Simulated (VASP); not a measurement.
# BaTiO3 (R3m) in VASP: a series of runs

The runs below take BaTiO3 through single point, with PBE+U.

Everything below comes from runs of VASP 6.6.1. Logs are shortened: lines on timing, memory, paths and dates and some standing lists are left out, and cuts for length are marked.

### Step 1. The cell of the first run

Symmetry: R3m, No. 160, trigonal system. The conventional cell has a = 5.721 Å, b = 5.721 Å, c = 7.039 Å, α = 90.00°, β = 90.00°, γ = 120.00°. Ba (site symmetry 3m) has 12 O at 2.80 to 2.94 Å and 8 Ti at 3.45 to 3.59 Å within 3.7 Å. Ti (site symmetry 3m) has 6 O at 1.91 to 2.15 Å within 2.5 Å. Within 2.5 Å of O (site symmetry m) lie 2 Ti at 1.91 to 2.15 Å.

### Step 2. Single point, PBE+U

Contents of INCAR:

```
SYSTEM = BaTiO3
PREC     = Accurate       ! precision mode
ENCUT    = 520            ! plane-wave cutoff, eV
EDIFF    = 1E-7           ! SCF threshold, eV
ISMEAR   = 0              ! smearing method
SIGMA    = 0.02           ! smearing width, eV
LREAL    = .FALSE.        ! projectors in reciprocal space
LASPH    = .TRUE.         ! aspherical terms in the spheres
NELM     = 150            ! most SCF steps
ALGO     = Normal         ! electronic algorithm
ISIF     = 2              ! what is computed and relaxed
LWAVE    = .FALSE.        ! write WAVECAR
LCHARG   = .FALSE.        ! write CHGCAR
LMAXMIX  = 4              ! l up to which the mixer works
LDAU     = .TRUE.         ! DFT+U
LDAUTYPE = 2            
LDAUL    = -1 2 -1        ! shell
LDAUU    = 0 4 0          ! U, eV
LDAUJ    = 0 0 0        
LDAUPRINT= 1            
GGA      = PE             ! functional
NBANDS   = 28             ! bands
```

Contents of KPOINTS:

```
regular mesh
0
G
  6 6 6
  0 0 0
```

Contents of POSCAR:

```
BaTiO3
1.0
    2.8605249165      1.6515248305      2.3462108747
   -2.8605249165      1.6515248305      2.3462108747
    0.0000000000     -3.3030496611      2.3462108747
Ba Ti O
1 1 3
Direct
    0.0011724735      0.0011724735      0.0011724735
    0.5112785985      0.5112785985      0.5112785985
    0.4887886413      0.9810726456      0.4887886413
    0.4887886413      0.4887886413      0.9810726456
    0.9810726456      0.4887886413      0.4887886413
```

Potentials or basis: VASP PAW PBE potentials, release 64 (Ba_sv, Ti_sv, O).

The run is started by

```
cat potpaw_PBE.64/Ba_sv/POTCAR potpaw_PBE.64/Ti_sv/POTCAR potpaw_PBE.64/O/POTCAR > POTCAR
mpirun -np 1 vasp_std > vasp.out
```

OUTCAR:

```text
SYSTEM = BaTiO3
   PREC = Accurate
   ENCUT = 520
   EDIFF = 1E-7
   ISMEAR = 0
   LREAL = .FALSE.
   LASPH = .TRUE.
   NELM = 150
   ISIF = 2
   GGA = PE

 ion  position               nearest neighbor table
   1  0.001  0.001  0.001-   4 2.80   3 2.80   5 2.80   5 2.86   3 2.86   3 2.86   5 2.86   4 2.86
                             4 2.86   4 2.94   3 2.94   5 2.94   2 3.45   2 3.48   2 3.48   2 3.48
   2  0.511  0.511  0.511-   4 1.91   3 1.91   5 1.91   3 2.15   5 2.15   4 2.15   1 3.45   1 3.48
                             1 3.48   1 3.48   1 3.53   1 3.53   1 3.53   1 3.59
   3  0.489  0.981  0.489-   2 1.91   2 2.15   1 2.80   1 2.86   1 2.86   1 2.94
   4  0.489  0.489  0.981-   2 1.91   2 2.15   1 2.80   1 2.86   1 2.86   1 2.94
   5  0.981  0.489  0.489-   2 1.91   2 2.15   1 2.80   1 2.86   1 2.86   1 2.94

  LATTYP: Found a trigonal (rhomboedric) cell.
 ALAT       =     4.0515234829
 COS(alpha) =     0.0030239057

  Lattice vectors:

 A1 = (   2.8605249165,   1.6515248305,   2.3462108747)
 A2 = (  -2.8605249165,   1.6515248305,   2.3462108747)
 A3 = (   0.0000000000,  -3.3030496611,   2.3462108747)

Analysis of symmetry for initial positions (statically):
=====================================================================
 Subroutine PRICEL returns:
 Original cell was already a primitive cell.

 Routine SETGRP: Setting up the symmetry group for a
 trigonal (rhombohedral) supercell.

 Subroutine GETGRP returns: Found  6 space group operations
 (whereof  6 operations were pure point group operations)
 out of a pool of 12 trial point group operations.

The static configuration has the point symmetry C_3v.

Analysis of symmetry for dynamics (positions and initial velocities):
=====================================================================
 Subroutine PRICEL returns:
 Original cell was already a primitive cell.

 Routine SETGRP: Setting up the symmetry group for a
 trigonal (rhombohedral) supercell.

 Subroutine GETGRP returns: Found  6 space group operations
 (whereof  6 operations were pure point group operations)
 out of a pool of 12 trial point group operations.

The dynamic configuration has the point symmetry C_3v.

 Subroutine INISYM returns: Found  6 space group operations
 (whereof  6 operations are pure point group operations),
 and found     1 'primitive' translations

----------------------------------------------------------------------------------------

                                     Primitive cell

  volume of cell :      66.5042

  direct lattice vectors                    reciprocal lattice vectors
     2.860524917  1.651524831  2.346210875     0.174793094  0.100916840  0.142073049
    -2.860524917  1.651524831  2.346210875    -0.174793094  0.100916840  0.142073049
     0.000000000 -3.303049661  2.346210875     0.000000000 -0.201833680  0.142073049

  length of vectors
     4.051523483  4.051523483  4.051523483     0.246822984  0.246822984  0.246822984

  position of ions in fractional coordinates (direct lattice)
     0.001172473  0.001172473  0.001172473
     0.511278598  0.511278598  0.511278598
     0.488788641  0.981072646  0.488788641
     0.488788641  0.488788641  0.981072646
     0.981072646  0.488788641  0.488788641

  ion indices of the primitive-cell ions
   primitive index   ion index
                 1           1
                 2           2
                 3           3
                 4           4
                 5           5

----------------------------------------------------------------------------------------

 KPOINTS: regular mesh

Automatic generation of k-mesh.
 Grid dimensions read from file:
 generate k-points for:    6    6    6

 Generating k-lattice:

  Cartesian coordinates                     Fractional coordinates (reciprocal lattice)
     0.029132182  0.016819473  0.023678842     0.166666667 -0.000000000 -0.000000000
    -0.029132182  0.016819473  0.023678842    -0.000000000  0.166666667 -0.000000000
     0.000000000 -0.033638947  0.023678842     0.000000000  0.000000000  0.166666667

  Length of vectors
     0.041137164  0.041137164  0.041137164

  Shift w.r.t. Gamma in fractional coordinates (k-lattice)
     0.000000000  0.000000000  0.000000000

 Subroutine IBZKPT returns following result:
 ===========================================

 Found     32 irreducible k-points:

 Following reciprocal coordinates:
            Coordinates               Weight
  0.000000  0.000000  0.000000      1.000000
  0.166667  0.000000  0.000000      6.000000
  0.333333 -0.000000  0.000000      6.000000
  0.500000  0.000000  0.000000      3.000000
  0.166667  0.166667  0.000000      6.000000
  0.333333  0.166667  0.000000     12.000000
[... 16 lines left out ...]
  0.500000  0.500000  0.166667      6.000000
 -0.333333  0.500000  0.166667     12.000000
 [... further k-points ...]
   k-points           NKPTS =     32   k-points in BZ     NKDIM =     32   number of bands    NBANDS=     28
   number of dos      NEDOS =    301   number of ions     NIONS =      5
   total plane-waves  NPLWV =  27000
   dimension x,y,z NGX =    30 NGY =   30 NGZ =   30
   dimension x,y,z NGXF=    60 NGYF=   60 NGZF=   60
   ions per type =               1   1   3
   NGX,Y,Z   is equivalent  to a cutoff of  12.31, 12.31, 12.31 a.u.
   NGXF,Y,Z  is equivalent  to a cutoff of  24.62, 24.62, 24.62 a.u.
 SYSTEM =  BaTiO3
   PREC   = accura    normal or accurate (medium, high low for compatibility)
   ISTART =      0    job   : 0-new  1-cont  2-samecut
   ICHARG =      2    charge: 1-file 2-atom 10-const
   ISPIN  =      1    spin polarized calculation?
   LNONCOLLINEAR =      F non collinear calculations
   LSORBIT =      F    spin-orbit coupling
   LASPH  =      T    aspherical Exc in radial PAW
   ENCUT  =  520.0 eV  38.22 Ry    6.18 a.u.   7.53  7.53  7.53*2*pi/ulx,y,z
   NELM   =    150;   NELMIN=  2; NELMDL= -5     # of ELM steps
   EDIFF  = 0.1E-06   stopping-criterion for ELM
   LREAL  =      F    real-space projection
   EDIFFG = 0.1E-05   stopping-criterion for IOM
   NSW    =      0    number of steps for IOM
   IBRION =     -1    ionic relax: 0-MD 1-quasi-New 2-CG
   NFREE  =      0    steps in history (QN), initial steepest desc. (CG)
   ISIF   =      2    stress and relaxation
   ISYM   =      2    0-nonsym 1-usesym 2-fastsym
   POTIM  = 0.5000    time-step for ionic-motion
   TEBEG  =    0.0;   TEEND  =   0.0 temperature during run
   PSTRESS=    0.0 pullay stress
   NELECT =      40.0000    total number of electrons
   NUPDOWN=      -1.0000    fix difference up-down
   EMIN   =  10.00;   EMAX   =-10.00  energy-range for DOS
   EFERMI =   0.00;   METHOD = LEGACY
   ISMEAR =     0;   SIGMA  =   0.02  broadening in eV -4-tet -1-fermi 0-gaus
   EFERMI_NEDOS =   21; number of points for ismear=-14 and -15
   IALGO  =     38    algorithm
   IMIX   =      4    mixing-type and parameters
     AMIX     =   0.40;   BMIX     =  1.00
     AMIX_MAG =   1.60;   BMIX_MAG =  1.00
  volume/ion in A,a.u.               =      13.30        89.76
  Fermi-wavevector in a.u.,A,eV,Ry     =   1.381906  2.611423 25.982552  1.909664
  Thomas-Fermi vector in A             =   2.506647
   LORBIT       =      0    0 simple, 1 ext, 2 COOP (PROOUT), +10 PAW based schemes
 LDA+U is selected, type is set to LDAUTYPE =  2
   angular momentum for each species LDAUL =    -1    2   -1
   U (eV)           for each species LDAUU =   0.0  4.0  0.0
   J (eV)           for each species LDAUJ =   0.0  0.0  0.0
   GGA     = PE    functional components
   LHFCALC =     F    Hartree Fock is set to
   AEXX    =    0.0000 exact exchange contribution
   IVDW    =     0    specifies the selected vdW correction
   LEPSILON=     F    determine dielectric tensor
   LRPA    =     F    only Hartree local field effects (RPA)
 non-spin polarized calculation
 Gauss-broadening in eV      SIGMA  =   0.02
  energy-cutoff  :      520.00
  volume of cell :       66.50
 maximum number of plane-waves:      1812
   NGX = 15   NGY = 15   NGZ = 15

atom =   2  type =  2  l = 2

 onsite density matrix

spin component  1

  0.1596 -0.0000  0.0000  0.0627  0.0000
 -0.0000  0.1895 -0.0000  0.0000  0.0627
  0.0000 -0.0000  0.1084 -0.0000 -0.0000
  0.0627  0.0000 -0.0000  0.1895 -0.0000
  0.0000  0.0627 -0.0000 -0.0000  0.1596

spin component  2

  0.1596 -0.0000  0.0000  0.0627  0.0000
 -0.0000  0.1895 -0.0000  0.0000  0.0627
  0.0000 -0.0000  0.1084 -0.0000 -0.0000
  0.0627  0.0000 -0.0000  0.1895 -0.0000
  0.0000  0.0627 -0.0000 -0.0000  0.1596

 occupancies and eigenvectors

  o =  0.1084  v =  0.0000  0.0000 -1.0000  0.0000 -0.0000  0.0000  0.0000  0.0000  0.0000  0.0000      0.0000  0.0000  0.0000  0.0000  0.0000  0.0000  0.0000  0.0000  0.0000  0.0000
  o =  0.1084  v =  0.0000  0.0000  0.0000  0.0000  0.0000  0.0000  0.0000 -1.0000  0.0000 -0.0000      0.0000  0.0000  0.0000  0.0000  0.0000  0.0000  0.0000  0.0000  0.0000  0.0000
  o =  0.1101  v =  0.0000  0.6195  0.0000  0.0000 -0.7850  0.0000  0.0000  0.0000  0.0000  0.0000      0.0000  0.0000  0.0000  0.0000  0.0000  0.0000  0.0000  0.0000  0.0000  0.0000
  o =  0.1101  v =  0.0000  0.0000  0.0000  0.0000  0.0000  0.0000  0.6195  0.0000  0.0000 -0.7850      0.0000  0.0000  0.0000  0.0000  0.0000  0.0000  0.0000  0.0000  0.0000  0.0000
  o =  0.1101  v =  0.0000  0.0000  0.0000  0.0000  0.0000 -0.7850  0.0000  0.0000  0.6195  0.0000      0.0000  0.0000  0.0000  0.0000  0.0000  0.0000  0.0000  0.0000  0.0000  0.0000
  o =  0.1101  v = -0.7850  0.0000  0.0000  0.6195  0.0000  0.0000  0.0000  0.0000  0.0000  0.0000      0.0000  0.0000  0.0000  0.0000  0.0000  0.0000  0.0000  0.0000  0.0000  0.0000
  o =  0.2390  v =  0.6195  0.0000  0.0000  0.7850  0.0000  0.0000  0.0000  0.0000  0.0000  0.0000      0.0000  0.0000  0.0000  0.0000  0.0000  0.0000  0.0000  0.0000  0.0000  0.0000
  o =  0.2390  v =  0.0000  0.0000  0.0000  0.0000  0.0000  0.6195  0.0000  0.0000  0.7850  0.0000      0.0000  0.0000  0.0000  0.0000  0.0000  0.0000  0.0000  0.0000  0.0000  0.0000
  o =  0.2390  v =  0.0000  0.0000  0.0000  0.0000  0.0000  0.0000  0.7850 -0.0000  0.0000  0.6195      0.0000  0.0000  0.0000  0.0000  0.0000  0.0000  0.0000  0.0000  0.0000  0.0000
  o =  0.2390  v =  0.0000  0.7850 -0.0000  0.0000  0.6195  0.0000  0.0000  0.0000  0.0000  0.0000      0.0000  0.0000  0.0000  0.0000  0.0000  0.0000  0.0000  0.0000  0.0000  0.0000

 number of electron      39.9999997 magnetization

 Free energy of the ion-electron system (eV)
  ---------------------------------------------------
  ext. energy  EPLUGINS =         0.00000000
  ---------------------------------------------------
  free energy    TOTEN  =       -37.30731409 eV

  energy without entropy =      -37.30731409  energy(sigma->0) =      -37.30731409

 E-fermi :   3.8428     XC(G=0): -11.0612

 val. band max:        3.6450596945   @ k =   0.5000   0.5000   0.5000
 cond. band min:       6.2648207543   @ k =   0.0000   0.0000   0.0000
 fundamental gap:      2.6197610598
 Fermi energy:         3.8427741039

 k-point     1 :       0.0000    0.0000    0.0000
  band No.  band energies     occupation
      1     -53.9437      2.00000
      2     -30.1275      2.00000
      3     -30.1167      2.00000
      4     -30.1167      2.00000
      5     -21.2497      2.00000
      6     -13.1734      2.00000
[... 20 lines left out ...]
     27       8.6596      0.00000
     28      10.5455      0.00000

 k-point     2 :       0.1667    0.0000    0.0000
  band No.  band energies     occupation
      1     -53.9435      2.00000
      2     -30.1327      2.00000
      3     -30.1207      2.00000
      4     -30.1163      2.00000
      5     -21.2257      2.00000
      6     -13.1822      2.00000
[... 674 lines left out ...]
 k-point    24 :      -0.3333    0.5000    0.1667
  band No.  band energies     occupation
      1     -53.9422      2.00000
      2     -30.1577      2.00000
      3     -30.1452      2.00000
      4     -30.1260      2.00000
      5     -21.0879      2.00000
      6     -12.8415      2.00000
[... 20 lines left out ...]
     27      11.6325      0.00000
     28      12.0582      0.00000

 [... further k-points ...]
[... 5 lines left out ...]
  --------------------------------------------------------------------------------------
  -------------------------------------------------------------------------------------
  Total        1.4909761      1.4909761      1.3041206      0.0000000     -0.0000000     -0.0000000
  in kB       35.9196525     35.9196525     31.4180492      0.0000000     -0.0000000     -0.0000000
  external PRESSURE =      34.4191181 kB  Pullay stress =       0.0000000 kB

 VOLUME and BASIS-vectors are now :
 -----------------------------------------------------------------------------
  energy-cutoff  :      520.00
  volume of cell :       66.50
      direct lattice vectors                 reciprocal lattice vectors
     2.860524917  1.651524831  2.346210875     0.174793094  0.100916840  0.142073049
    -2.860524917  1.651524831  2.346210875    -0.174793094  0.100916840  0.142073049
     0.000000000 -3.303049661  2.346210875     0.000000000 -0.201833680  0.142073049

 POSITION                                       TOTAL-FORCE (eV/Angst)
 -----------------------------------------------------------------------------------
      0.00000     -0.00000      0.00825         0.000000      0.000000     -0.039491
      0.00000     -0.00000      3.59870         0.000000      0.000000     -0.601617
     -1.40819      0.81302      4.59541        -0.253322      0.146255      0.213703
      0.00000     -1.62604      4.59541         0.000000     -0.292511      0.213703
      1.40819      0.81302      4.59541         0.253322      0.146255      0.213703
 -----------------------------------------------------------------------------------
    total drift:                               -0.000000     -0.000000      0.000959

  FREE ENERGIE OF THE ION-ELECTRON SYSTEM (eV)
  ---------------------------------------------------
  free  energy   TOTEN  =       -37.3073140906 eV

  energy  without entropy=      -37.3073140906  energy(sigma->0) =      -37.30731409
```

Run time: 34 s. Hardware: 1 thread of Intel Xeon 6975P-C (Granite Rapids), shared host; peak memory 0.2 GiB.

What came out:

```yaml
Free_energy: -37.3073 eV
Pressure: 3.4 GPa
Largest_force: 0.602 eV/Å
Band_gap_on_the_k_mesh: 2.62 eV, indirect (least direct gap 3.03 eV)
```

Forces on the atoms (eV/Å):
```
Ba   0.000  0.000 -0.039
Ti   0.000  0.000 -0.602
O   -0.253  0.146  0.214
O    0.000 -0.293  0.214
O    0.253  0.146  0.214
```

Levels at points of the mesh, in eV from the valence-band top:
```
           k point  band 17  band 18  band 19  band 20  band 21  band 22  band 23  band 24
(0.00, 0.00, 0.00)    -1.02    -0.48    -0.41    -0.41     2.62     2.62     2.71     4.17
(0.50, 0.00, 0.00)    -1.63    -1.57    -0.94    -0.87     2.79     3.97     4.05     4.15
(0.50, 0.50, 0.00)    -1.79    -0.92    -0.88    -0.09     4.04     4.04     4.39     4.70
(0.50, 0.50, 0.50)    -2.29    -0.02    -0.02     0.00     4.52     4.63     4.63     6.39
```

Eigenvalues of the final occupation matrices:
```
    site  spin  trace               eigenvalues
site 2 d     1   0.81  0.11 0.11 0.11 0.24 0.24
site 2 d     2   0.81  0.11 0.11 0.11 0.24 0.24
```

Caveat: spin-orbit coupling is left out, which moves the levels of the heavy elements.

### Step 3. Single point, PBE+U

Contents of INCAR:

```
PREC = Accurate
ENCUT = 520
EDIFF = 1E-6
ISMEAR = 0
SIGMA = 0.02
LREAL = False
LASPH = True
NELM = 150
ALGO = Normal
ISIF = 2
LWAVE = False
LCHARG = False
LMAXMIX = 4
LDAU = True
LDAUTYPE = 2
LDAUL = -1 2 -1
LDAUU = 0 4 0
LDAUJ = 0 0 0
LDAUPRINT = 1
GGA = PE
NBANDS = 28
```

Contents of KPOINTS:

```
regular mesh
0
Gamma
  6 6 6
```

POSCAR is that of step 2.

Potentials or basis: VASP PAW PBE potentials, release 64 (Ba_sv, Ti_sv, O).

The run is started by

```
cat potpaw_PBE.64/Ba_sv/POTCAR potpaw_PBE.64/Ti_sv/POTCAR potpaw_PBE.64/O/POTCAR > POTCAR
mpirun -np 1 vasp_std > vasp.out
```

It took 30 s on 1 thread of Intel Xeon 6975P-C (Granite Rapids), shared host; peak memory 0.2 GiB.

The run converged. Its results:

```
Free energy            : -37.3073 eV
Pressure               : 3.4 GPa
Largest force          : 0.602 eV/Å
Band gap on the k mesh : 2.62 eV, indirect (least direct gap 3.03 eV)
```

Forces in eV/Å, atoms in the order of the input:
```
Ba   0.000  0.000 -0.039
Ti   0.000  0.000 -0.602
O   -0.253  0.146  0.214
O    0.000 -0.293  0.214
O    0.253  0.146  0.214
```

Stress tensor (GPa, compression positive):
```
3.60 0.00 0.00
0.00 3.60 0.00
0.00 0.00 3.15
```

Levels at points of the mesh, in eV from the valence-band top:
| k point | band 16 | band 17 | band 18 | band 19 | band 20 | band 21 | band 22 | band 23 | band 24 | band 25 |
| --- | --- | --- | --- | --- | --- | --- | --- | --- | --- | --- |
| (0.00, 0.00, 0.00) | -1.21 | -1.02 | -0.48 | -0.41 | -0.41 | 2.62 | 2.62 | 2.71 | 4.17 | 4.17 |
| (0.50, 0.00, 0.00) | -1.93 | -1.63 | -1.57 | -0.94 | -0.87 | 2.79 | 3.97 | 4.05 | 4.15 | 5.73 |
| (0.50, 0.50, 0.00) | -2.52 | -1.79 | -0.92 | -0.88 | -0.09 | 4.04 | 4.04 | 4.39 | 4.70 | 7.39 |
| (0.50, 0.50, 0.50) | -2.31 | -2.29 | -0.02 | -0.02 | 0.00 | 4.52 | 4.63 | 4.63 | 6.39 | 6.39 |

Eigenvalues of the final occupation matrices:
| site | spin | trace | eigenvalues |
| --- | --- | --- | --- |
| site 2 d | 1 | 0.81 | 0.11 0.11 0.11 0.24 0.24 |
| site 2 d | 2 | 0.81 | 0.11 0.11 0.11 0.24 0.24 |

Caveat: spin-orbit coupling is left out, which moves the levels of the heavy elements.
